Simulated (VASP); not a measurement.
A run of VASP 6.6.1:

INCAR

```
PREC = Accurate
ENCUT = 520
EDIFF = 1E-8
ISMEAR = 0
SIGMA = 0.2
LREAL = False
LASPH = True
NELM = 150
ALGO = Normal
ISIF = 2
LWAVE = False
LCHARG = False
ISPIN = 2
MAGMOM = 0.51 0.51 0.26 0 0
LORBIT = 11
LMAXMIX = 4
GGA = CA
LEFG = True
NBANDS = 40
```

The input KPOINTS:

```
Automatic mesh
0
Gamma
  12 12 8
```

Contents of POSCAR:

```
Co3Ge2
1.0
    3.8205344977      0.0000000000      0.0000000000
   -1.9102672488      3.3086799311      0.0000000000
    0.0000000000      0.0000000000      4.7720034462
Co Ge
3 2
Direct
    0.6666666667      0.3333333333      0.2443571136
    0.6666666667      0.3333333333      0.7556428864
    0.0000000000      0.0000000000      0.5000000000
    0.0000000000      0.0000000000      0.0000000000
    0.3333333333      0.6666666667      0.5000000000
```

Potentials or basis: VASP PAW LDA potentials, release 64 (Co, Ge_d).

Command:

```console
$ cat potpaw_LDA.64/Co/POTCAR potpaw_LDA.64/Ge_d/POTCAR > POTCAR
$ mpirun -np 1 vasp_std > vasp.out
```

Hardware: 1 thread of Oxide Virtual Turin-like Processor, on a shared host.

Task: Estimate the wall time of this run.

Result: Run time: 12 min on 1 thread of Oxide Virtual Turin-like Processor (shared host), peak memory 0.36 GiB. Counts: scf iterations 21, k points 95.
